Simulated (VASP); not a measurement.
Crystal: BaTiO3.

```
CELL_PARAMETERS angstrom
3.95186 0.00000 0.00000
0.00000 3.95186 0.00000
0.00000 0.00000 3.95186
ATOMIC_POSITIONS crystal
Ba 0.50000 0.50000 0.50000
Ti 0.00000 0.00000 0.00000
O 0.00000 0.00000 0.50000
O 0.00000 0.50000 0.00000
O 0.50000 0.00000 0.00000
```

Base run:

* Program: VASP 6.6.1
* Functional: LDA
* Potentials or basis: VASP PAW LDA potentials, release 64 (Ba_sv, Ti_sv, O)
* Cutoff: 520 eV
* k mesh: 7 × 7 × 7
* Occupations: fermi-dirac, width 0.05 eV
* Spin: no spin polarisation

Its results: band gap on the k mesh 1.79 eV (least direct gap 1.83 eV); pressure -0.1 GPa.

**Question.** The run is repeated on the same cell with these changes: functional from LDA to PBEsol; potentials or basis from VASP PAW LDA potentials, release 64 (Ba_sv, Ti_sv, O) to VASP PAW PBE potentials, release 64 (Ba_sv, Ti_sv, O). What comes out?

**Answer.** Band gap on the k mesh 1.84 eV (least direct gap 1.88 eV); pressure 4.6 GPa.

Caveats: spin-orbit coupling is left out, which moves the levels of the heavy elements; an odd mesh through Γ misses points on the zone boundary, where band edges can lie; the cell stands under pressure (at least some runs); the PAW data sets were made with another functional, which shifts forces and pressure a little (at least some runs).
